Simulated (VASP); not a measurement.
Runs of VASP 6.6.1 on MgO. The structure is that of space group Pm-3m (No. 221), or close to it. The cells are those of the table. 

| level | potentials or basis | cell | cutoff (eV) | smearing | second run | gap on the mesh (eV) | pressure (GPa) |
| --- | --- | --- | --- | --- | --- | --- | --- |
| PBE | VASP PAW PBE potentials, release 64 (Mg, O) | a = 2.612, b = 2.623, c = 2.623 Å, 2 atoms | 520 | fermi-dirac 0.02 eV | - | (b) | (a) |
| r2SCAN | VASP PAW PBE potentials, release 64 (Mg, O) | a = 2.612, b = 2.623, c = 2.623 Å, 2 atoms | 520 | gaussian 0.01 eV | - | 3.46 | -0.5 |
| r2SCAN | VASP PAW PBE potentials, release 64 (Mg_sv, O) | a = 2.612, b = 2.623, c = 2.623 Å, 2 atoms | 660 | gaussian 0.01 eV | valence_matched | 3.54 | (c) |
| r2SCAN | VASP PAW PBE potentials, release 64 (Mg, O) | a = 2.518 Å, 2 atoms | 520 | gaussian 0.01 eV | - | 4.77 | 23.7 |
| PBE | VASP PAW PBE potentials, release 64 (Mg, O) | a = 2.518 Å, 2 atoms | 520 | fermi-dirac 0.02 eV | - | 3.88 | 31.2 |

Alike in all rows: task single point; no spin polarisation; k mesh 10 × 10 × 10.

Problem. Fill in the values left out.

Solution. (a) 6.2; (b) 2.63; (c) 0.6.

Caveats: the PAW data sets were made with another functional, which shifts forces and pressure a little (some runs).

A k mesh can miss the band edges.

The runs don't all hold the same shells in valence.
